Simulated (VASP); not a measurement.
Here is a VASP 6.6.1 calculation.

File INCAR:

```
PREC = Accurate
ENCUT = 520
EDIFF = 1E-6
ISMEAR = 0
SIGMA = 0.15
LREAL = F
LASPH = T
NELM = 60
ALGO = Fast
ISIF = 2
LWAVE = F
LCHARG = F
GGA = PE
NBANDS = 12
```

The input KPOINTS:

```
regular mesh
0
Gamma
  22 22 22
```

Contents of POSCAR:

```
Ag
1.0
    0.0000000000      1.7848122475      2.6772183713
    1.7848122475      0.0000000000      2.6772183713
    1.7848122475      1.7848122475      0.0000000000
Ag
1
Direct
    0.0000000000      0.0000000000      0.0000000000
```

Potentials or basis: VASP PAW PBE potentials, release 64 (Ag).

Command:

```sh
$ cat potpaw_PBE.64/Ag/POTCAR > POTCAR
$ mpirun -np 1 vasp_std > vasp.out
```

Estimate the pressure.

19.0 GPa.

Stress tensor (GPa, compression positive):
```
33.18  0.00  0.00
 0.00 33.18  0.00
 0.00  0.00 -9.38
```
